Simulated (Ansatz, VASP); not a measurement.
## Ag: VASP beside Ansatz

```
Ag
1.0
     0.00000    1.98181    2.04310
     1.98181    0.00000    2.04310
     1.98181    1.98181    0.00000
Ag
1
Cartesian
  0.0000 0.0000 0.0000
```

Change from the starting cell: strain -0.030 along x and y, +0.000 along z, atoms carried along.

Alike in both runs: task single point; functional PBE; k mesh 10 × 10 × 10; occupations gaussian, width 0.15 eV; no spin polarisation.

|  | VASP | Ansatz |
| --- | --- | --- |
| version | VASP 6.6.1 | Ansatz 0.2.0 |
| potentials or method | VASP PAW PBE potentials, release 64 (Ag), cutoff 520 eV | scalar-relativistic, plane waves, PAW |
| valence electrons in the cell | 11 | 19 |

|  | VASP | Ansatz | Ansatz less VASP |
| --- | --- | --- | --- |
| gap on the k mesh at the Fermi level (eV) | none | none | - |
| pressure (GPa) | 13.3 | 13.5 | +0.23 |
| traceless stress, the component that is largest in VASP (GPa) | -0.88 | -0.90 | -0.011 |

A gap of «none» marks a metal or a gap that the smearing closes. VASP's potentials hold 11 valence electrons a cell and Ansatz's 19, so a difference there can come from the potentials and not from the codes.
